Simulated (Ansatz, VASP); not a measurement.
One calculation of LiCl, two programs

POSCAR

```
LiCl
1.0
    0.0000000000      2.5006410000      2.5006410000
    2.5006410000      0.0000000000      2.5006410000
    2.5006410000      2.5006410000      0.0000000000
Li Cl
1 1
Direct
    0.0000000000      0.0000000000      0.0000000000
    0.5000000000      0.5000000000      0.5000000000
```

INCAR.step1

```
SYSTEM = LiCl
PREC = Accurate
ENCUT = 520
ISMEAR = 0
SIGMA = 0.05
LREAL = .False.
LASPH = .True.
NELM = 60
NBANDS = 12
GGA = PE
ALGO = Normal
EDIFF = 1E-4
LWAVE = .True.
LCHARG = .False.
```

INCAR.step2

```
SYSTEM = LiCl
PREC = Accurate
ENCUT = 520
EDIFF = 1E-7
ISMEAR = 0
SIGMA = 0.05
LREAL = .False.
LASPH = .True.
NELM = 60
ALGO = Normal
ISIF = 2
LWAVE = .False.
LCHARG = .False.
METAGGA = R2SCAN
LMIXTAU = .True.
NBANDS = 12
ISTART = 1
```

File KPOINTS:

```
regular mesh
0
Gamma
  8 8 8
  0 0 0
```

Input for Ansatz:

```yaml
crystal:
  lattice:
    - [0.0, 2.500641, 2.500641]
    - [2.500641, 0.0, 2.500641]
    - [2.500641, 2.500641, 0.0]
  atoms:
    - { symbol: Li, position: [0.0, 0.0, 0.0] }
    - { symbol: Cl, position: [0.5, 0.5, 0.5] }
basis:
  ecutwfc: 500
kpoints:
  mp_grid: { grid: [8, 8, 8] }
hamiltonian:
  xc: r2scan
scf:
  occupations: { method: gaussian, width: 0.05 }
output:
  forces: true
  stress: true
  eigenvalues: true
```

Change from the starting cell: strain -0.025 along x and y, -0.025 along z, atoms carried along.

Alike in both runs: task single point; functional r2SCAN; k mesh 8 × 8 × 8; occupations gaussian, width 0.05 eV; no spin polarisation.

|  | VASP | Ansatz |
| --- | --- | --- |
| version | VASP 6.6.1 | Ansatz 0.2.0 |
| potentials or method | VASP PAW PBE potentials, release 64 (Li_sv, Cl), cutoff 520 eV | scalar-relativistic, plane waves, PAW |
| valence electrons in the cell | 10 | 10 |

|  | VASP | Ansatz | Ansatz less VASP |
| --- | --- | --- | --- |
| gap on the k mesh at the Fermi level (eV) | 7.62 | 7.61 | -0.016 |
| least direct gap on the mesh (eV) | 7.82 | 7.73 | -0.095 |

VASP's potentials were made for PBE, not for r2SCAN.

Noted on VASP's run: the cutoff is under 1.25 times that of the potentials, so the pressure is a little rough.
